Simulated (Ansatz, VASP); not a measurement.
## Ca: VASP beside Ansatz

```xyz
1
Lattice="3.4887 0.0000 0.0000 0.0000 3.4887 0.0000 0.0000 0.0000 3.5933" Properties=species:S:1:pos:R:3 pbc="T T T"
Ca    0.0000    0.0000    0.0000
```

Change from the starting cell: strain +0.000 along x and y, +0.030 along z, atoms carried along.

Alike in both runs: task single point; functional PBE; k mesh 14 × 14 × 14; occupations gaussian, width 0.15 eV; no spin polarisation.

|  | VASP | Ansatz |
| --- | --- | --- |
| version | VASP 6.6.1 | Ansatz 0.2.0 |
| potentials or method | VASP PAW PBE potentials, release 64 (Ca_sv), cutoff 520 eV | scalar-relativistic, plane waves, PAW |
| valence electrons in the cell | 10 | 10 |

```tsv
	VASP	Ansatz	Ansatz less VASP
gap on the k mesh at the Fermi level (eV)	none	none	-
pressure (GPa)	0.0	0.0	-0.01
traceless stress, the component that is largest in VASP (GPa)	-0.95	-0.95	+0.004
```

A gap of «none» marks a metal or a gap that the smearing closes.
